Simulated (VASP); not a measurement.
# SiC (R3m) in VASP: notebook

The runs below take SiC through single point, with PBE.

Everything below comes from runs of VASP 6.6.1. Logs are shortened: lines on timing, memory, paths and dates and some standing lists are left out, and cuts for length are marked.

## Step 1: The cell of the first run

Symmetry: R3m, No. 160, trigonal system. The conventional cell has a = 3.262 Å, b = 3.262 Å, c = 7.494 Å, α = 90.00°, β = 90.00°, γ = 120.00°. Si (site symmetry 3m) has 4 C at 1.87 to 1.98 Å within 2.5 Å. C (site symmetry 3m) has 4 Si at 1.87 to 1.98 Å within 2.5 Å.

## Step 2: Single point, PBE

Input file INCAR:

```
SYSTEM = SiC
  PREC = Accurate
  ENCUT = 520
  EDIFF = 1E-6
  ISMEAR = 0
  SIGMA = 0.05
  LREAL = .FALSE.
  LASPH = .TRUE.
  NELM = 60
  ALGO = Normal
  ISIF = 2
  LWAVE = .FALSE.
  LCHARG = .FALSE.
  GGA = PE
  NBANDS = 11
```

Input file KPOINTS:

```
regular mesh
0
G
  12 12 12
  0 0 0
```

Input file POSCAR:

```
SiC
1.0
    0.0000000000      2.3066034074      2.3066034074
    2.3066034074      0.0000000000      2.3066034074
    2.2111100264      2.2111100264      0.0954933811
Si C
1 1
Direct
    0.0000000000      0.0000000000      0.0000000000
    0.7500000000      0.7500000000      0.7500000000
```

Potentials or basis: VASP PAW PBE potentials, release 64 (Si, C).

The run is started by

```
> cat potpaw_PBE.64/Si/POTCAR potpaw_PBE.64/C/POTCAR > POTCAR
> mpirun -np 1 vasp_std > vasp.out
```

OUTCAR:

```text
SYSTEM = SiC
   PREC = Accurate
   ENCUT = 520
   EDIFF = 1E-6
   ISMEAR = 0
   LREAL = .FALSE.
   LASPH = .TRUE.
   NELM = 60
   ISIF = 2
   GGA = PE

 ion  position               nearest neighbor table
   1  0.000  0.000  0.000-   2 1.87   2 1.98   2 1.98   2 1.98
   2  0.750  0.750  0.750-   1 1.87   1 1.98   1 1.98   1 1.98

  LATTYP: Found a trigonal (rhomboedric) cell.
 ALAT       =     3.1284395604
 COS(alpha) =     0.4563863912

  Lattice vectors:

 A1 = (   2.2111100264,  -0.0954933810,  -2.2111100263)
 A2 = (  -0.0954933810,   2.2111100264,  -2.2111100263)
 A3 = (   2.2111100264,   2.2111100264,   0.0954933811)

Analysis of symmetry for initial positions (statically):
=====================================================================
 Subroutine PRICEL returns:
 Original cell was already a primitive cell.

 Routine SETGRP: Setting up the symmetry group for a
 trigonal (rhombohedral) supercell.

 Subroutine GETGRP returns: Found  6 space group operations
 (whereof  6 operations were pure point group operations)
 out of a pool of 12 trial point group operations.

The static configuration has the point symmetry C_3v.

Analysis of symmetry for dynamics (positions and initial velocities):
=====================================================================
 Subroutine PRICEL returns:
 Original cell was already a primitive cell.

 Routine SETGRP: Setting up the symmetry group for a
 trigonal (rhombohedral) supercell.

 Subroutine GETGRP returns: Found  6 space group operations
 (whereof  6 operations were pure point group operations)
 out of a pool of 12 trial point group operations.

The dynamic configuration has the point symmetry C_3v.

 Subroutine INISYM returns: Found  6 space group operations
 (whereof  6 operations are pure point group operations),
 and found     1 'primitive' translations

----------------------------------------------------------------------------------------

                                     Primitive cell

  volume of cell :      23.0200

  direct lattice vectors                    reciprocal lattice vectors
     0.000000000  2.306603407  2.306603407    -0.221553168  0.211984733  0.221553168
     2.306603407  0.000000000  2.306603407     0.211984733 -0.221553168  0.221553168
     2.211110026  2.211110026  0.095493381     0.231121602  0.231121602 -0.231121602

  length of vectors
     3.262029822  3.262029822  3.128439560     0.378297686  0.378297686  0.400314357

  position of ions in fractional coordinates (direct lattice)
     0.000000000  0.000000000  0.000000000
     0.750000000  0.750000000  0.750000000

  ion indices of the primitive-cell ions
   primitive index   ion index
                 1           1
                 2           2

----------------------------------------------------------------------------------------

 KPOINTS: regular mesh

Automatic generation of k-mesh.
 Grid dimensions read from file:
 generate k-points for:   12   12   12

 Generating k-lattice:

  Cartesian coordinates                     Fractional coordinates (reciprocal lattice)
    -0.018462764  0.017665394  0.018462764     0.083333333  0.000000000 -0.000000000
     0.017665394 -0.018462764  0.018462764     0.000000000  0.083333333 -0.000000000
     0.019260134  0.019260134 -0.019260134     0.000000000  0.000000000  0.083333333

  Length of vectors
     0.031524807  0.031524807  0.033359530

  Shift w.r.t. Gamma in fractional coordinates (k-lattice)
     0.000000000  0.000000000  0.000000000

 Subroutine IBZKPT returns following result:
 ===========================================

 Found    189 irreducible k-points:

 Following reciprocal coordinates:
            Coordinates               Weight
  0.000000  0.000000  0.000000      1.000000
  0.083333  0.000000  0.000000      6.000000
  0.166667  0.000000  0.000000      6.000000
  0.250000  0.000000 -0.000000      6.000000
  0.333333  0.000000 -0.000000      6.000000
  0.416667  0.000000 -0.000000      6.000000
[... 16 lines left out ...]
  0.500000  0.166667  0.000000     12.000000
 -0.416667  0.166667  0.000000     12.000000
 [... further k-points ...]
   k-points           NKPTS =    189   k-points in BZ     NKDIM =    189   number of bands    NBANDS=     11
   number of dos      NEDOS =    301   number of ions     NIONS =      2
   total plane-waves  NPLWV =  13824
   dimension x,y,z NGX =    24 NGY =   24 NGZ =   24
   dimension x,y,z NGXF=    48 NGYF=   48 NGZF=   48
   ions per type =               1   1
   NGX,Y,Z   is equivalent  to a cutoff of  12.23, 12.23, 12.75 a.u.
   NGXF,Y,Z  is equivalent  to a cutoff of  24.46, 24.46, 25.51 a.u.
 SYSTEM =  SiC
   PREC   = accura    normal or accurate (medium, high low for compatibility)
   ISTART =      0    job   : 0-new  1-cont  2-samecut
   ICHARG =      2    charge: 1-file 2-atom 10-const
   ISPIN  =      1    spin polarized calculation?
   LNONCOLLINEAR =      F non collinear calculations
   LSORBIT =      F    spin-orbit coupling
   LASPH  =      T    aspherical Exc in radial PAW
   ENCUT  =  520.0 eV  38.22 Ry    6.18 a.u.   6.07  6.07  5.82*2*pi/ulx,y,z
   NELM   =     60;   NELMIN=  2; NELMDL= -5     # of ELM steps
   EDIFF  = 0.1E-05   stopping-criterion for ELM
   LREAL  =      F    real-space projection
   EDIFFG = 0.1E-04   stopping-criterion for IOM
   NSW    =      0    number of steps for IOM
   IBRION =     -1    ionic relax: 0-MD 1-quasi-New 2-CG
   NFREE  =      0    steps in history (QN), initial steepest desc. (CG)
   ISIF   =      2    stress and relaxation
   ISYM   =      2    0-nonsym 1-usesym 2-fastsym
   POTIM  = 0.5000    time-step for ionic-motion
   TEBEG  =    0.0;   TEEND  =   0.0 temperature during run
   PSTRESS=    0.0 pullay stress
   NELECT =       8.0000    total number of electrons
   NUPDOWN=      -1.0000    fix difference up-down
   EMIN   =  10.00;   EMAX   =-10.00  energy-range for DOS
   EFERMI =   0.00;   METHOD = LEGACY
   ISMEAR =     0;   SIGMA  =   0.05  broadening in eV -4-tet -1-fermi 0-gaus
   EFERMI_NEDOS =   21; number of points for ismear=-14 and -15
   IALGO  =     38    algorithm
   IMIX   =      4    mixing-type and parameters
     AMIX     =   0.40;   BMIX     =  1.00
     AMIX_MAG =   1.60;   BMIX_MAG =  1.00
  volume/ion in A,a.u.               =      11.51        77.67
  Fermi-wavevector in a.u.,A,eV,Ry     =   1.150985  2.175047 18.024547  1.324767
  Thomas-Fermi vector in A             =   2.287646
   LORBIT       =      0    0 simple, 1 ext, 2 COOP (PROOUT), +10 PAW based schemes
   GGA     = PE    functional components
   LHFCALC =     F    Hartree Fock is set to
   AEXX    =    0.0000 exact exchange contribution
   IVDW    =     0    specifies the selected vdW correction
   LEPSILON=     F    determine dielectric tensor
   LRPA    =     F    only Hartree local field effects (RPA)
 non-spin polarized calculation
 Gauss-broadening in eV      SIGMA  =   0.05
  energy-cutoff  :      520.00
  volume of cell :       23.02
 maximum number of plane-waves:       634
   NGX = 13   NGY = 13   NGZ = 11

 number of electron       7.9999999 magnetization

 Free energy of the ion-electron system (eV)
  ---------------------------------------------------
  ext. energy  EPLUGINS =         0.00000000
  ---------------------------------------------------
  free energy    TOTEN  =       -14.86745942 eV

  energy without entropy =      -14.86745942  energy(sigma->0) =      -14.86745942

 E-fermi :   7.3784     XC(G=0): -10.8952

 val. band max:        7.0919515744   @ k =   0.0000   0.0000   0.0000
 cond. band min:       8.3320708012   @ k =   0.5000   0.5000  -0.0000
 fundamental gap:      1.2401192268
 Fermi energy:         7.3783667392

 k-point     1 :       0.0000    0.0000    0.0000
  band No.  band energies     occupation
      1      -7.6502      2.00000
      2       6.8711      2.00000
      3       6.8711      2.00000
      4       7.0920      2.00000
      5      11.5547      0.00000
      6      13.1349      0.00000
      7      13.1349      0.00000
      8      14.9079      0.00000
      9      20.8975      0.00000
     10      20.8975      0.00000
     11      21.8727      0.00000

 k-point     2 :       0.0833    0.0000    0.0000
  band No.  band energies     occupation
      1      -7.5299      2.00000
      2       6.1211      2.00000
      3       6.7961      2.00000
      4       6.9869      2.00000
      5      11.9482      0.00000
      6      13.2913      0.00000
      7      13.3164      0.00000
      8      14.9684      0.00000
      9      20.1451      0.00000
     10      20.3951      0.00000
     11      22.2914      0.00000

 k-point     3 :       0.1667    0.0000    0.0000
  band No.  band energies     occupation
      1      -7.1731      2.00000
      2       4.5076      2.00000
      3       6.6109      2.00000
      4       6.7587      2.00000
      5      12.2336      0.00000
      6      13.6323      0.00000
      7      13.9684      0.00000
      8      15.2126      0.00000
      9      19.2970      0.00000
     10      19.8881      0.00000
     11      21.9321      0.00000

 k-point     4 :       0.2500    0.0000   -0.0000
  band No.  band energies     occupation
      1      -6.5961      2.00000
      2       2.7045      2.00000
      3       6.3946      2.00000
      4       6.4905      2.00000
      5      12.0990      0.00000
      6      13.8455      0.00000
      7      14.5724      0.00000
      8      15.6361      0.00000
      9      19.1815      0.00000
     10      20.1039      0.00000
     11      21.4177      0.00000
[... 239 lines left out ...]
 k-point    22 :       0.4167    0.1667   -0.0000
  band No.  band energies     occupation
      1      -5.1290      2.00000
      2       0.6636      2.00000
      3       4.7980      2.00000
      4       5.4416      2.00000
      5      11.6739      0.00000
      6      13.8828      0.00000
      7      15.2402      0.00000
      8      15.9162      0.00000
      9      19.4820      0.00000
     10      23.1931      0.00000
     11      24.0053      0.00000

 k-point    23 :       0.5000    0.1667    0.0000
  band No.  band energies     occupation
      1      -4.4217      2.00000
      2      -0.4440      2.00000
      3       4.3695      2.00000
      4       5.4966      2.00000
      5      11.7514      0.00000
      6      13.9400      0.00000
      7      15.5405      0.00000
      8      16.2917      0.00000
      9      19.8823      0.00000
     10      23.2833      0.00000
     11      24.0967      0.00000

 k-point    24 :      -0.4167    0.1667    0.0000
  band No.  band energies     occupation
      1      -4.3260      2.00000
      2      -0.5734      2.00000
      3       4.0548      2.00000
      4       5.6880      2.00000
      5      12.0024      0.00000
      6      13.8989      0.00000
      7      15.3559      0.00000
      8      16.9768      0.00000
      9      20.2081      0.00000
     10      21.9366      0.00000
     11      23.9084      0.00000

 [... further k-points ...]
[... 5 lines left out ...]
  --------------------------------------------------------------------------------------
  -------------------------------------------------------------------------------------
  Total       -2.1832321     -2.1832321     -2.1832321      1.3194734     -1.3194734     -1.3194734
  in kB     -151.9515618   -151.9515618   -151.9515618     91.8345080    -91.8345080    -91.8345080
  external PRESSURE =    -151.9515618 kB  Pullay stress =       0.0000000 kB

 VOLUME and BASIS-vectors are now :
 -----------------------------------------------------------------------------
  energy-cutoff  :      520.00
  volume of cell :       23.02
      direct lattice vectors                 reciprocal lattice vectors
     0.000000000  2.306603407  2.306603407    -0.221553168  0.211984733  0.221553168
     2.306603407  0.000000000  2.306603407     0.211984733 -0.221553168  0.221553168
     2.211110026  2.211110026  0.095493381     0.231121602  0.231121602 -0.231121602

 POSITION                                       TOTAL-FORCE (eV/Angst)
 -----------------------------------------------------------------------------------
      0.00000      0.00000      0.00000        -0.248647     -0.248647      0.248647
      3.38829      3.38829      3.53153         0.248647      0.248647     -0.248647
 -----------------------------------------------------------------------------------
    total drift:                               -0.000003     -0.000003      0.000003

  FREE ENERGIE OF THE ION-ELECTRON SYSTEM (eV)
  ---------------------------------------------------
  free  energy   TOTEN  =       -14.8674594215 eV

  energy  without entropy=      -14.8674594215  energy(sigma->0) =      -14.86745942
```

It took 13 s on 1 thread of Intel Xeon Platinum 8559C (Emerald Rapids), shared host; peak memory 0.16 GiB.

Results:

```yaml
Free_energy: -14.8675 eV
Pressure: -15.2 GPa
Largest_force: 0.431 eV/Å
Band_gap_on_the_k_mesh: 1.24 eV, indirect (least direct gap 4.03 eV)
```

Forces on the atoms (eV/Å):
```
Si  -0.249 -0.249  0.249
C    0.249  0.249 -0.249
```

A k mesh can miss the band edges.

## Step 3: Single point, PBE

This run uses another cell than the first one, of 11.76 Å³/atom, 1.022 times its volume.

Input file INCAR:

```
PREC = Accurate
ENCUT = 520
EDIFF = 1E-6
ISMEAR = 0
SIGMA = 0.05
LREAL = F
LASPH = T
NELM = 60
ALGO = Normal
ISIF = 2
LWAVE = F
LCHARG = F
GGA = PE
NBANDS = 11
```

Input file KPOINTS:

```
regular mesh
0
Gamma
  12 12 12
```

Input file POSCAR:

```
SiC
1.0
    0.0000000000      2.2620419852      2.2620419852
    2.2620419852      0.0000000000      2.2620419852
    2.2864720386      2.2864720386     -0.0244300534
Si C
1 1
Direct
    0.0000000000      0.0000000000      0.0000000000
    0.7500000000      0.7500000000      0.7500000000
```

Potentials or basis: VASP PAW PBE potentials, release 64 (Si, C).

The run is started by

```
> cat potpaw_PBE.64/Si/POTCAR potpaw_PBE.64/C/POTCAR > POTCAR
> mpirun -np 1 vasp_std > vasp.out
```

Run time: 13 s. Hardware: 1 thread of Intel Xeon Platinum 8559C (Emerald Rapids), shared host; peak memory 0.16 GiB.

The run converged. Its results:

```yaml
Free_energy: -14.8901 eV
Pressure: -19.2 GPa
Largest_force: 0.034 eV/Å
Band_gap_on_the_k_mesh: 1.44 eV, indirect (least direct gap 4.32 eV)
```

Forces on the atoms (eV/Å):
```
Si   0.020  0.020 -0.020
C   -0.020 -0.020  0.020
```

Stress tensor (GPa, compression positive):
```
-19.17  -2.04   2.04
 -2.04 -19.17   2.04
  2.04   2.04 -19.17
```

Levels at points of the mesh, in eV from the valence-band top:
```csv
k point,band 2,band 3,band 4,band 5,band 6,band 7
"(0.00, 0.00, 0.00)",-0.07,0.00,0.00,4.68,6.28,6.56
"(0.50, 0.00, 0.00)",-7.88,-1.07,-1.06,4.22,6.56,6.77
"(0.50, 0.50, 0.00)",-7.44,-3.03,-2.89,1.44,3.88,12.52
"(0.00, 0.00, 0.50)",-7.90,-0.96,-0.96,4.50,6.81,6.81
```

A k mesh can miss the band edges.

(Part 1 of 2 ends here.)
